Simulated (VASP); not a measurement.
Set up this calculation in VASP 6.6.1, as the native input.

- Task: single point
- Functional: PBEsol
- Potentials or basis: VASP PAW PBE potentials, release 64 (Li_sv, C)
- Cutoff: 520 eV
- k mesh: 7 × 7 × 7
- Occupations: methfessel-paxton, width 0.15 eV
- Spin: no spin polarisation
- Dipole correction: no
- Further INCAR settings: ALGO = Normal; EDIFF = 1e-06; NBANDS = 22

The structure of LiC6 lies in POSCAR:

```
LiC6
1.0
    4.3095243584      0.0000000000      0.0000000000
   -2.1547621792      3.7321575726      0.0000000000
    0.0000000000      0.0000000000      3.6857199251
Li C
1 6
Direct
    0.0000000000      0.0000000000      0.0000000000
   -0.0000000014      0.3336653074      0.5000000000
    0.6663346877      0.6663346877      0.5000000000
    0.3336653074     -0.0000000014      0.5000000000
    0.0000000014      0.6663346926      0.5000000000
    0.3336653123      0.3336653123      0.5000000000
    0.6663346926      0.0000000014      0.5000000000
```

These files were run (other wordings do the same):

INCAR

```
  PREC = Accurate
  ENCUT = 520
  EDIFF = 1E-6
  ISMEAR = 1
  SIGMA = 0.15
  LREAL = False
  LASPH = True
  NELM = 80
  ALGO = Normal
  ISIF = 2
  LWAVE = False
  LCHARG = False
  GGA = PS
  NBANDS = 22
```

KPOINTS

```
regular mesh
0
Gamma
  7 7 7
```

Potentials or basis: VASP PAW PBE potentials, release 64 (Li_sv, C).

Launch:

```sh
$ cat potpaw_PBE.64/Li_sv/POTCAR potpaw_PBE.64/C/POTCAR > POTCAR
$ mpirun -np 1 vasp_std > vasp.out
```

Results of the run:

* Largest force: 0.004 eV/Å

Caveat: the PAW data sets were made with another functional, which shifts forces and pressure a little.

Wall time 52 s on 1 thread of AMD EPYC 7R43 64-Core Processor (Zen 3), on a shared host, peak memory 0.14 GiB.
